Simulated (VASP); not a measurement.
# Sb (P6_3/mmc) in VASP: a series of runs

Aim: see how the results for Sb move with the level of theory and the settings. Levels: r2SCAN0, PBE. Tasks: single point.

Everything below comes from runs of VASP 6.6.1. Logs are shortened: lines on timing, memory, paths and dates and some standing lists are left out, and cuts for length are marked.

### 1 The cell of the first run

Symmetry: P6_3/mmc, No. 194, hexagonal system. Conventional cell: a = 3.355 Å, b = 3.355 Å, c = 5.470 Å, α = 90.00°, β = 90.00°, γ = 120.00°. Sb (site symmetry -6m2) has 12 Sb at 3.35 Å within 4.4 Å.

### 2 Single point, r2SCAN0

Input file POSCAR:

```
Sb
1.0
    3.3545324186      0.0000000000      0.0000000000
   -1.6772662093      2.9051102923      0.0000000000
    0.0000000000      0.0000000000      5.4701606500
Sb
2
Direct
    0.6666666667      0.3333333333      0.7500000000
    0.3333333333      0.6666666667      0.2500000000
```

Input file INCAR.step1:

```
PREC     = Accurate       # precision mode
ENCUT    = 520            # plane-wave cutoff, eV
EDIFF    = 1E-5           # SCF threshold, eV
ISMEAR   = -1             # smearing method
SIGMA    = 0.05           # smearing width, eV
LREAL    = F              # projectors in reciprocal space
LASPH    = T              # aspherical terms in the spheres
NELM     = 60             # most SCF steps
ALGO     = Normal         # electronic algorithm
ISIF     = 2              # what is computed and relaxed
LWAVE    = T              # write WAVECAR
LCHARG   = F              # write CHGCAR
NBANDS   = 12             # bands
GGA      = PE             # functional
```

Input file INCAR.step2:

```
PREC     = Accurate       # precision mode
ENCUT    = 520            # plane-wave cutoff, eV
EDIFF    = 1E-7           # SCF threshold, eV
ISMEAR   = -1             # smearing method
SIGMA    = 0.05           # smearing width, eV
LREAL    = F              # projectors in reciprocal space
LASPH    = T              # aspherical terms in the spheres
NELM     = 60             # most SCF steps
ALGO     = Normal         # electronic algorithm
ISIF     = 2              # what is computed and relaxed
LWAVE    = F              # write WAVECAR
LCHARG   = F              # write CHGCAR
METAGGA  = R2SCAN         # meta-GGA
LHFCALC  = T              # exact exchange
AEXX     = 0.25           # exact-exchange fraction
LMIXTAU  = T            
PRECFOCK = Normal       
NBANDS   = 12             # bands
ISTART   = 1
```

Input file KPOINTS:

```
Automatic mesh
0
Gamma
  5 5 3
```

Potentials or basis: VASP PAW PBE potentials, release 64 (Sb).

Command:

```bash
cat potpaw_PBE.64/Sb/POTCAR > POTCAR
cp INCAR.step1 INCAR
mpirun -np 1 vasp_std > vasp.out
cp INCAR.step2 INCAR
mpirun -np 1 vasp_std > vasp.out
```

OUTCAR:

```text
PREC = Accurate
   ENCUT = 520
   EDIFF = 1E-7
   ISMEAR = -1
   LREAL = F
   LASPH = T
   NELM = 60
   ISIF = 2
   METAGGA = R2SCAN
   LHFCALC = T
   AEXX = 0.25
   PRECFOCK = Normal
   ISTART = 1

 ion  position               nearest neighbor table
   1  0.667  0.333  0.750-   2 3.35   2 3.35   2 3.35   2 3.35   2 3.35   2 3.35
   2  0.333  0.667  0.250-   1 3.35   1 3.35   1 3.35   1 3.35   1 3.35   1 3.35

  LATTYP: Found a hexagonal cell.
 ALAT       =     3.3545324186
 C/A-ratio  =     1.6306775334

  Lattice vectors:

 A1 = (   3.3545324186,   0.0000000000,   0.0000000000)
 A2 = (  -1.6772662093,   2.9051102923,   0.0000000000)
 A3 = (   0.0000000000,   0.0000000000,   5.4701606500)

Analysis of symmetry for initial positions (statically):
=====================================================================
 Subroutine PRICEL returns:
 Original cell was already a primitive cell.

 Routine SETGRP: Setting up the symmetry group for a
 hexagonal supercell.

 Subroutine GETGRP returns: Found 24 space group operations
 (whereof 12 operations were pure point group operations)
 out of a pool of 24 trial point group operations.

The static configuration has the point symmetry D_3d.
 The point group associated with its full space group is D_6h.

Analysis of symmetry for dynamics (positions and initial velocities):
=====================================================================
 Subroutine PRICEL returns:
 Original cell was already a primitive cell.

 Routine SETGRP: Setting up the symmetry group for a
 hexagonal supercell.

 Subroutine GETGRP returns: Found 24 space group operations
 (whereof 12 operations were pure point group operations)
 out of a pool of 24 trial point group operations.

The dynamic configuration has the point symmetry D_3d.
 The point group associated with its full space group is D_6h.

 Subroutine INISYM returns: Found 24 space group operations
 (whereof 12 operations are pure point group operations),
 and found     1 'primitive' translations

----------------------------------------------------------------------------------------

                                     Primitive cell

  volume of cell :      53.3083

  direct lattice vectors                    reciprocal lattice vectors
     3.354532419  0.000000000  0.000000000     0.298104139  0.172110505  0.000000000
    -1.677266209  2.905110292  0.000000000     0.000000000  0.344221010  0.000000000
     0.000000000  0.000000000  5.470160650     0.000000000  0.000000000  0.182809987

  length of vectors
     3.354532419  3.354532419  5.470160650     0.344221010  0.344221010  0.182809987

  position of ions in fractional coordinates (direct lattice)
     0.666666667  0.333333333  0.750000000
     0.333333333  0.666666667  0.250000000

  ion indices of the primitive-cell ions
   primitive index   ion index
                 1           1
                 2           2

----------------------------------------------------------------------------------------

 KPOINTS: Automatic mesh

Automatic generation of k-mesh.
 Grid dimensions read from file:
 generate k-points for:    5    5    3

 Generating k-lattice:

  Cartesian coordinates                     Fractional coordinates (reciprocal lattice)
     0.059620828  0.034422101  0.000000000     0.200000000  0.000000000  0.000000000
     0.000000000  0.068844202  0.000000000     0.000000000  0.200000000  0.000000000
     0.000000000  0.000000000  0.060936662     0.000000000  0.000000000  0.333333333

  Length of vectors
     0.068844202  0.068844202  0.060936662

  Shift w.r.t. Gamma in fractional coordinates (k-lattice)
     0.000000000  0.000000000  0.000000000

 Subroutine IBZKPT returns following result:
 ===========================================

 Found     10 irreducible k-points:

 Following reciprocal coordinates:
            Coordinates               Weight
  0.000000  0.000000  0.000000      1.000000
  0.200000 -0.000000  0.000000      6.000000
  0.400000  0.000000  0.000000      6.000000
  0.200000  0.200000  0.000000      6.000000
  0.400000  0.200000  0.000000      6.000000
  0.000000  0.000000  0.333333      2.000000
  0.200000 -0.000000  0.333333     12.000000
  0.400000  0.000000  0.333333     12.000000
  0.200000  0.200000  0.333333     12.000000
  0.400000  0.200000  0.333333     12.000000
   k-points           NKPTS =     10   k-points in BZ     NKDIM =     75   number of bands    NBANDS=     12
   number of dos      NEDOS =    301   number of ions     NIONS =      2
   total plane-waves  NPLWV =  32928
   dimension x,y,z NGX =    28 NGY =   28 NGZ =   42
   dimension x,y,z NGXF=    56 NGYF=   56 NGZF=   84
   ions per type =               2
   NGX,Y,Z   is equivalent  to a cutoff of  13.88, 13.88, 12.76 a.u.
   NGXF,Y,Z  is equivalent  to a cutoff of  27.75, 27.75, 25.53 a.u.
 SYSTEM =  unknown system
   PREC   = accura    normal or accurate (medium, high low for compatibility)
   ISTART =      1    job   : 0-new  1-cont  2-samecut
   ICHARG =      0    charge: 1-file 2-atom 10-const
   ISPIN  =      1    spin polarized calculation?
   LNONCOLLINEAR =      F non collinear calculations
   LSORBIT =      F    spin-orbit coupling
   LASPH  =      T    aspherical Exc in radial PAW
   ENCUT  =  520.0 eV  38.22 Ry    6.18 a.u.   6.24  6.24 10.17*2*pi/ulx,y,z
   NELM   =     60;   NELMIN=  2; NELMDL=  0     # of ELM steps
   EDIFF  = 0.1E-06   stopping-criterion for ELM
   LREAL  =      F    real-space projection
   EDIFFG = 0.1E-05   stopping-criterion for IOM
   NSW    =      0    number of steps for IOM
   IBRION =     -1    ionic relax: 0-MD 1-quasi-New 2-CG
   NFREE  =      0    steps in history (QN), initial steepest desc. (CG)
   ISIF   =      2    stress and relaxation
   ISYM   =      3    0-nonsym 1-usesym 2-fastsym
   POTIM  = 0.5000    time-step for ionic-motion
   TEBEG  =    0.0;   TEEND  =   0.0 temperature during run
   PSTRESS=    0.0 pullay stress
   NELECT =      10.0000    total number of electrons
   NUPDOWN=      -1.0000    fix difference up-down
   EMIN   =  10.00;   EMAX   =-10.00  energy-range for DOS
   EFERMI =   0.00;   METHOD = LEGACY
   ISMEAR =    -1;   SIGMA  =   0.05  broadening in eV -4-tet -1-fermi 0-gaus
   EFERMI_NEDOS =   21; number of points for ismear=-14 and -15
   IALGO  =     38    algorithm
   IMIX   =      1    mixing-type and parameters
     AMIX     =   0.40;   BMIX     =  1.00
     AMIX_MAG =   1.60;   BMIX_MAG =  1.00
  volume/ion in A,a.u.               =      26.65       179.87
  Fermi-wavevector in a.u.,A,eV,Ry     =   0.937152  1.770960 11.949364  0.878253
  Thomas-Fermi vector in A             =   2.064234
   LORBIT       =      0    0 simple, 1 ext, 2 COOP (PROOUT), +10 PAW based schemes
   METAGGA = R2SCAN    functional components
   LHFCALC =     T    Hartree Fock is set to
   PRECFOCK=normal    Normal, Fast or Accurate (Low or Medium for compatibility)
   ENCUT4O =  -1.0   cutoff for four orbital integrals eV
   NKREDX  =     1    reduce k-point grid by
   NKREDY  =     1    reduce k-point grid by
   NKREDZ  =     1    reduce k-point grid by
   AEXX    =    0.2500 exact exchange contribution
   HFSCREEN=    0.0000 screening length (either q_TF or 0.3 A-1)
   HFSCREENC=   0.0000 screening length for correlation (either q_TF or 0.3 A-1)
   ENCUTFOCK=  -1.0 apply spherical cutoff to Coloumb kernel
   IVDW    =     0    specifies the selected vdW correction
   LEPSILON=     F    determine dielectric tensor
   LRPA    =     F    only Hartree local field effects (RPA)
 non-spin polarized calculation
  energy-cutoff  :      520.00
  volume of cell :       53.31
 maximum number of plane-waves:      1454
 NGX is ok and might be reduce to    28
  NGX = 20; NGY = 20; NGZ = 32

 number of electron      10.0000000 magnetization

 Free energy of the ion-electron system (eV)
  ---------------------------------------------------
  ext. energy  EPLUGINS =         0.00000000
  ---------------------------------------------------
  free energy    TOTEN  =       -42.90716032 eV

  energy without entropy =      -42.90707404  energy(sigma->0) =      -42.90711718

 E-fermi :   8.4096     XC(G=0):  -8.5488

 val. band max:        8.0395500983   @ k =   0.4000   0.2000   0.0000
 cond. band min:       8.8139282032   @ k =   0.2000  -0.0000   0.3333
 fundamental gap:      0.7743781049
 Fermi energy:         8.4096011083

 k-point     1 :       0.0000    0.0000    0.0000
  band No.  band energies     occupation
      1      -6.9444      2.00000
      2      -2.4686      2.00000
      3       1.0999      2.00000
      4      13.0950      0.00000
      5      13.0950      0.00000
      6      15.0058      0.00000
      7      15.0058      0.00000
      8      15.3260      0.00000
      9      17.6158      0.00000
     10      18.8664      0.00000
     11      19.8839      0.00000
     12      19.8839      0.00000

 k-point     2 :       0.2000   -0.0000    0.0000
  band No.  band energies     occupation
      1      -6.1341      2.00000
      2      -1.7535      2.00000
      3       1.9598      2.00000
      4       7.5115      2.00000
      5      11.1586      0.00000
      6      11.6544      0.00000
      7      14.0184      0.00000
      8      14.6954      0.00000
      9      15.9164      0.00000
     10      18.6861      0.00000
     11      19.6350      0.00000
     12      20.2634      0.00000

 k-point     3 :       0.4000    0.0000    0.0000
  band No.  band energies     occupation
      1      -3.8012      2.00000
      2      -0.5448      2.00000
      3       2.8218      2.00000
      4       4.3570      2.00000
      5       5.9425      2.00000
      6       9.5141      0.00000
      7       9.8967      0.00000
      8      13.3937      0.00000
      9      14.0622      0.00000
     10      17.7111      0.00000
     11      18.5702      0.00000
     12      19.0906      0.00000
[... 76 lines left out ...]
 k-point     9 :       0.2000    0.2000    0.3333
  band No.  band energies     occupation
      1      -3.9260      2.00000
      2      -2.1838      2.00000
      3       4.4174      2.00000
      4       5.8680      2.00000
      5       7.2433      2.00000
      6       7.3565      2.00000
      7       9.5975      0.00000
      8      12.6520      0.00000
      9      17.2749      0.00000
     10      17.8147      0.00000
     11      19.2463      0.00000
     12      19.6072      0.00000

 k-point    10 :       0.4000    0.2000    0.3333
  band No.  band energies     occupation
      1      -1.6741      2.00000
      2      -0.9016      2.00000
      3       2.2039      2.00000
      4       3.0980      2.00000
      5       5.3089      2.00000
      6       7.0622      2.00000
      7      10.2778      0.00000
      8      11.6832      0.00000
      9      16.2152      0.00000
     10      18.1937      0.00000
     11      18.3320      0.00000
     12      19.2123      0.00000

------------------------ aborting loop because EDIFF is reached ----------------------------------------

  FORCE on cell =-STRESS in cart. coord.  units (eV):
  Direction    XX          YY          ZZ          XY          YZ          ZX
  --------------------------------------------------------------------------------------
  -------------------------------------------------------------------------------------
  Total       -1.8730679     -1.8730679      0.1517024      0.0000000      0.0000000      0.0000000
  in kB      -56.2949442    -56.2949442      4.5594068      0.0000000      0.0000000      0.0000000
  external PRESSURE =     -36.0101606 kB  Pullay stress =       0.0000000 kB

 VOLUME and BASIS-vectors are now :
 -----------------------------------------------------------------------------
  energy-cutoff  :      520.00
  volume of cell :       53.31
      direct lattice vectors                 reciprocal lattice vectors
     3.354532419  0.000000000  0.000000000     0.298104139  0.172110505  0.000000000
    -1.677266209  2.905110292  0.000000000     0.000000000  0.344221010  0.000000000
     0.000000000  0.000000000  5.470160650     0.000000000  0.000000000  0.182809987

 POSITION                                       TOTAL-FORCE (eV/Angst)
 -----------------------------------------------------------------------------------
      1.67727      0.96837      4.10262         0.000000      0.000000     -0.000000
     -0.00000      1.93674      1.36754        -0.000000     -0.000000      0.000000
 -----------------------------------------------------------------------------------
    total drift:                                0.000000      0.000000     -0.000000

  FREE ENERGIE OF THE ION-ELECTRON SYSTEM (eV)
  ---------------------------------------------------
  free  energy   TOTEN  =       -42.9071603174 eV

  energy  without entropy=      -42.9070740446  energy(sigma->0) =      -42.90711718
```

Run time: 6.9 min. Hardware: 1 thread of Intel Xeon Platinum 8488C (Sapphire Rapids), shared host; peak memory 0.19 GiB.

Results:

```yaml
Free_energy: -42.9072 eV
Pressure: -3.6 GPa
Band_gap_on_the_k_mesh: zero (band 5 reaches 13.59 eV, above the bottom of band 6 at 6.01 eV)
```

Caveat: the k points lie up to 0.43 Å⁻¹ apart; the PAW data sets were made with another functional, which shifts forces and pressure a little; spin-orbit coupling is left out, which moves the levels of the heavy elements.

### 3 Single point, PBE

This run uses another cell than the first one, of 25.59 Å³/atom, 0.960 times its volume.

Input file INCAR:

```
SYSTEM = Sb
PREC     = Accurate       ! precision mode
ENCUT    = 520            ! plane-wave cutoff, eV
EDIFF    = 1E-7           ! SCF threshold, eV
ISMEAR   = -1             ! smearing method
SIGMA    = 0.05           ! smearing width, eV
LREAL    = .FALSE.        ! projectors in reciprocal space
LASPH    = .TRUE.         ! aspherical terms in the spheres
NELM     = 60             ! most SCF steps
ALGO     = Normal         ! electronic algorithm
ISIF     = 2              ! what is computed and relaxed
LWAVE    = .FALSE.        ! write WAVECAR
LCHARG   = .FALSE.        ! write CHGCAR
GGA      = PE             ! functional
NBANDS   = 12             ! bands
```

Input file KPOINTS:

```
Automatic mesh
0
G
  9 9 5
  0 0 0
```

Input file POSCAR:

```
Sb
1.0
    3.3091953418      0.0000000000      0.0000000000
   -1.6545976709      2.8658472321      0.0000000000
    0.0000000000      0.0000000000      5.3962304974
Sb
2
Direct
    0.6666666667      0.3333333333      0.7500000000
    0.3333333333      0.6666666667      0.2500000000
```

Potentials or basis: VASP PAW PBE potentials, release 64 (Sb).

Command:

```bash
cat potpaw_PBE.64/Sb/POTCAR > POTCAR
mpirun -np 1 vasp_std > vasp.out
```

Wall time 39 s (1 thread of Intel Xeon 6975P-C, shared host); peak memory 0.18 GiB.

The run converged. Its results:

| Property | Result |
| --- | --- |
| Free energy | -7.6915 eV |
| Pressure | 4.2 GPa |
| Band gap on the k mesh | zero (band 5 reaches 13.59 eV, above the bottom of band 6 at 6.29 eV) |

Levels at points of the mesh, in eV from the Fermi level:
```
           k point  band 1  band 2  band 3  band 4  band 5  band 6  band 7  band 8  band 9  band 10
(0.00, 0.00, 0.00)  -13.25   -9.18   -6.06    3.89    3.89    5.63    5.63    5.91    8.01     9.09
```

Caveat: spin-orbit coupling is left out, which moves the levels of the heavy elements.
